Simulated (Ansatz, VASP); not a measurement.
One calculation of Pt, two programs

```
CELL_PARAMETERS angstrom
2.72077 0.00000 0.00000
-1.36039 2.35626 0.00000
0.00000 0.00000 4.72073
ATOMIC_POSITIONS crystal
Pt 0.66667 0.33333 0.75000
Pt 0.33333 0.66667 0.25000
```

Alike in both runs: functional PBEsol; k mesh 9 × 9 × 4; occupations gaussian, width 0.1 eV; no spin polarisation.

Ansatz relaxed the structure, and its values are those at the end. VASP's run is a single point on that final structure, the one shown.

|  | VASP | Ansatz |
| --- | --- | --- |
| version | VASP 6.6.1 | Ansatz 0.2.0 |
| potentials or method | VASP PAW PBE potentials, release 64 (Pt), cutoff 500 eV | scalar-relativistic, plane waves, PAW |
| valence electrons in the cell | 20 | 36 |

VASP gave:

```
gap on the k mesh at the Fermi level (eV) : none
pressure (GPa)                            : -0.2
```

**Question.** What did Ansatz give for the same quantities?

**Answer.** gap on the k mesh at the Fermi level (eV): none; pressure (GPa): 0.2.

VASP's potentials were made for PBE, not for PBEsol. A gap of «none» marks a metal or a gap that the smearing closes. VASP's potentials hold 20 valence electrons a cell and Ansatz's 36, so a difference there can come from the potentials and not from the codes.

Spin-orbit coupling is off throughout.
